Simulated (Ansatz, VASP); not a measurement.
PbSe in VASP and in Ansatz

```
Pb Se
1.0
     0.00000    3.05515    3.05515
     3.05515    0.00000    3.05515
     3.05515    3.05515    0.00000
Pb Se
1 1
Direct
  0.00000 0.00000 0.00000
  0.50000 0.50000 0.50000
```

Alike in both runs: functional revPBE; dispersion D3(BJ); k mesh 6 × 6 × 6; no spin polarisation.

Ansatz relaxed the structure, and its values are those at the end. VASP's run is a single point on that final structure, the one shown.

```csv
,VASP,Ansatz
version,VASP 6.6.1,Ansatz 0.2.0
potentials or method,"VASP PAW PBE potentials, release 64 (Pb_d, Se), cutoff 500 eV","plane waves, PAW"
occupations,"gaussian, width 0.01 eV",fixed
valence electrons in the cell,20,30
```

```csv
,VASP,Ansatz,Ansatz less VASP
pressure (GPa),0.0,0.0,+0.02
```

VASP's potentials were made for PBE, not for revPBE. VASP's potentials hold 20 valence electrons a cell and Ansatz's 30, so a difference there can come from the potentials and not from the codes. Ansatz's warnings: relaxed geometry near dispersion switch.

Spin-orbit coupling is off throughout.
